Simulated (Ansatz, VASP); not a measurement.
# SiC in VASP and in Ansatz

Contents of POSCAR:

```
SiC
1.0
    3.0917665529      0.0000000000      0.0000000000
   -1.5458832765      2.6775483774      0.0000000000
    0.0000000000      0.0000000000      5.0740210532
Si C
2 2
Direct
    0.3333333333      0.6666666667      0.0045635119
    0.6666666667      0.3333333333      0.5045635119
    0.3333333333      0.6666666667      0.3804364881
    0.6666666667      0.3333333333      0.8804364881
```

The input INCAR.step1:

```
PREC = Accurate
ENCUT = 520
EDIFF = 1E-5
ISMEAR = 0
SIGMA = 0.02
LREAL = False
LASPH = True
NELM = 120
ALGO = Normal
ISIF = 2
LWAVE = True
LCHARG = False
GGA = PE
NBANDS = 16
GGA_COMPAT = False
```

File INCAR.step2:

```
PREC = Accurate
ENCUT = 520
EDIFF = 1E-6
ISMEAR = 0
SIGMA = 0.02
LREAL = False
LASPH = True
NELM = 120
ALGO = Normal
ISIF = 2
LWAVE = False
LCHARG = False
GGA = PE
LHFCALC = True
HFSCREEN = 0.2079
PRECFOCK = Normal
ISTART = 1
NBANDS = 16
GGA_COMPAT = False
```

The input KPOINTS:

```
Automatic mesh
0
Gamma
  6 6 4
```

Input for Ansatz:

```yaml
crystal:
  lattice:
    - [3.0917665529, 0.0, 0.0]
    - [-1.5458832765, 2.6775483774, 0.0]
    - [0.0, 0.0, 5.0740210532]
  atoms:
    - { symbol: Si, position: [0.3333333333, 0.6666666667, 0.0045635119] }
    - { symbol: Si, position: [0.6666666667, 0.3333333333, 0.5045635119] }
    - { symbol: C, position: [0.3333333333, 0.6666666667, 0.3804364881] }
    - { symbol: C, position: [0.6666666667, 0.3333333333, 0.8804364881] }
basis:
  ecutwfc: 420
kpoints:
  mp_grid: { grid: [6, 6, 4] }
  band_path:
    path:
      - [[0.0, 0.0, 0.0], [0.5, 0.0, 0.0], [0.33333333, 0.33333333, 0.0], [0.0, 0.0, 0.0], [0.0, 0.0, 0.5], [0.5, 0.0, 0.5], [0.33333333, 0.33333333, 0.5], [0.0, 0.0, 0.5]]
      - [[0.5, 0.0, 0.5], [0.5, 0.0, 0.0]]
      - [[0.33333333, 0.33333333, 0.5], [0.33333333, 0.33333333, 0.0]]
    npoints: 4
hamiltonian:
  xc: hse06
scf:
  occupations: { method: gaussian, width: 0.02 }
output:
  forces: true
  stress: true
  eigenvalues: true
  populations: true
  dos: { projected: true, de: 0.02 }
  bader: false
  write_density: true
  write_potential: true
  elf: true
  volumetric_format: npy
```

Alike in both runs: task single point; functional HSE06; k mesh 6 × 6 × 4; occupations gaussian, width 0.02 eV; no spin polarisation.

|  | VASP | Ansatz |
| --- | --- | --- |
| version | VASP 6.6.1 | Ansatz 0.2.0 |
| potentials or method | VASP PAW PBE potentials, release 64 (Si, C), cutoff 520 eV | scalar-relativistic, plane waves, PAW |
| valence electrons in the cell | 16 | 16 |

Ansatz gave:

```
gap on the k mesh at the Fermi level (eV)                     : 3.19
least direct gap on the mesh (eV)                             : 5.02
pressure (GPa)                                                : -4.7
traceless stress, the component that is largest in VASP (GPa) : -0.21
rms of the force components (eV/Å)                            : 0.010
```

Q: Which values does VASP return?

A: gap on the k mesh at the Fermi level (eV): 3.19; least direct gap on the mesh (eV): 5.03; pressure (GPa): -5.0; traceless stress, the component that is largest in VASP (GPa): -0.18; rms of the force components (eV/Å): 0.010.

Atom by atom the forces differ by 0.000 eV/Å (rms over components). Ansatz's warnings: stress exchange threshold loose, stress scf threshold loose.
